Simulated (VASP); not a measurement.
A run of VASP 6.6.1 is set up as follows.

Contents of INCAR:

```
SYSTEM = ZnO
PREC     = Accurate       ! precision mode
ENCUT    = 600            ! plane-wave cutoff, eV
EDIFF    = 1E-6           ! SCF threshold, eV
ISMEAR   = 0              ! smearing method
SIGMA    = 0.01           ! smearing width, eV
LREAL    = .False.        ! projectors in reciprocal space
LASPH    = .True.         ! aspherical terms in the spheres
NELM     = 120            ! most SCF steps
ALGO     = Normal         ! electronic algorithm
ISIF     = 2              ! what is computed and relaxed
LWAVE    = .False.        ! write WAVECAR
LCHARG   = .False.        ! write CHGCAR
GGA      = PS             ! functional
NBANDS   = 46             ! bands
GGA_COMPAT= .False.
```

File KPOINTS:

```
regular mesh
0
Gamma
  4 4 6
  0 0 0
```

POSCAR

```
ZnO
1.0
    5.5175700700      0.0000000000      0.0000000000
    0.0000000000      5.5175700700      0.0000000000
    0.0000000000      0.0000000000      3.2587787700
Zn O
4 4
Direct
    0.1819728408      0.1819728408      0.5000000015
    0.8180271592      0.8180271592      0.5000000015
    0.6819728399      0.3180271601      0.0000000000
    0.3180271601      0.6819728399      0.0000000000
    0.8172472307      0.1827527693      0.5000000015
    0.1827527693      0.8172472307      0.5000000015
    0.6827527702      0.6827527702      0.0000000000
    0.3172472298      0.3172472298      0.0000000000
```

Potentials or basis: VASP PAW PBE potentials, release 64 (Zn, O).

The run is started by

```bash
$ cat potpaw_PBE.64/Zn/POTCAR potpaw_PBE.64/O/POTCAR > POTCAR
$ mpirun -np 1 vasp_std > vasp.out
```

Q: Estimate the largest force.

A: 0.021 eV/Å.

Q: Estimate the band gap on the k mesh.

A: 0.70 eV, direct.

Q: Predict the pressure.

A: -0.2 GPa.

Forces on the atoms (eV/Å):
```
Zn   0.003  0.003  0.000
Zn  -0.003 -0.003  0.000
Zn   0.003 -0.003  0.000
Zn  -0.003  0.003  0.000
O    0.015 -0.015  0.000
O   -0.015  0.015  0.000
O   -0.015 -0.015  0.000
O    0.015  0.015  0.000
```

Caveat: the PAW data sets were made with another functional, which shifts forces and pressure a little.
